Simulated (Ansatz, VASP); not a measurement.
**HfO2: VASP beside Ansatz**

The input INCAR:

```
PREC = Accurate ; ENCUT = 520
EDIFF = 1E-6 ; ISMEAR = 0
SIGMA = 0.02 ; LREAL = F
LASPH = T ; NELM = 60
ALGO = Normal ; ISIF = 2
LWAVE = F ; LCHARG = F
GGA = PE ; IBRION = 2
NSW = 60 ; EDIFFG = -0.008
```

KPOINTS

```
Automatic mesh
0
Gamma
  6 6 4
```

POSCAR

```
HfO2
1.0
    3.6043047840      0.0000000000      0.0000000000
    0.0000000000      3.6043047840      0.0000000000
    0.0789595089      0.0000000000      5.2639672632
Hf O
2 4
Direct
    0.5000000000      0.5000000000      0.5000000000
    0.0000000000      0.0000000000      0.0000000000
    0.0000000000      0.5000000000      0.6932520948
    0.5000000000      0.0000000000      0.8067479052
    0.5000000000      0.0000000000      0.3067479052
    0.0000000000      0.5000000000      0.1932520948
```

Input for Ansatz:

```yaml
crystal:
  lattice:
    - [3.604304784, 0.0, 0.0]
    - [0.0, 3.604304784, 0.0]
    - [0.0789595089, 0.0, 5.2639672632]
  atoms:
    - { symbol: Hf, position: [0.5, 0.5, 0.5] }
    - { symbol: Hf, position: [0.0, 0.0, 0.0] }
    - { symbol: O, position: [0.0, 0.5, 0.6932520948] }
    - { symbol: O, position: [0.5, 0.0, 0.8067479052] }
    - { symbol: O, position: [0.5, 0.0, 0.3067479052] }
    - { symbol: O, position: [0.0, 0.5, 0.1932520948] }
basis:
  ecutwfc: 420
kpoints:
  mp_grid: { grid: [6, 6, 4] }
hamiltonian:
  xc: pbe
scf:
  occupations: { method: gaussian, width: 0.02 }
output:
  forces: true
  stress: true
  eigenvalues: true
relax:
  adjacent_minimum: "off"
  f_tol: 0.008
  max_steps: 40
```

Change from the starting cell: shear of c along a, cell held, atoms relaxed: +1.5 %.

Alike in both runs: task relaxation of the atoms; functional PBE; k mesh 6 × 6 × 4; occupations gaussian, width 0.02 eV; no spin polarisation.

|  | VASP | Ansatz |
| --- | --- | --- |
| version | VASP 6.6.1 | Ansatz 0.2.0 |
| potentials or method | VASP PAW PBE potentials, release 64 (Hf_pv, O), cutoff 520 eV | scalar-relativistic, plane waves, PAW |
| valence electrons in the cell | 44 | 76 |

```csv
,VASP,Ansatz,Ansatz less VASP
"gap on the k mesh at the Fermi level, each at its own relaxed structure (eV)",4.68,4.68,-0.004
```

VASP's potentials hold 44 valence electrons a cell and Ansatz's 76, so a difference there can come from the potentials and not from the codes. Ansatz's warnings: stress scf threshold loose.

Neither program's run includes spin-orbit coupling.
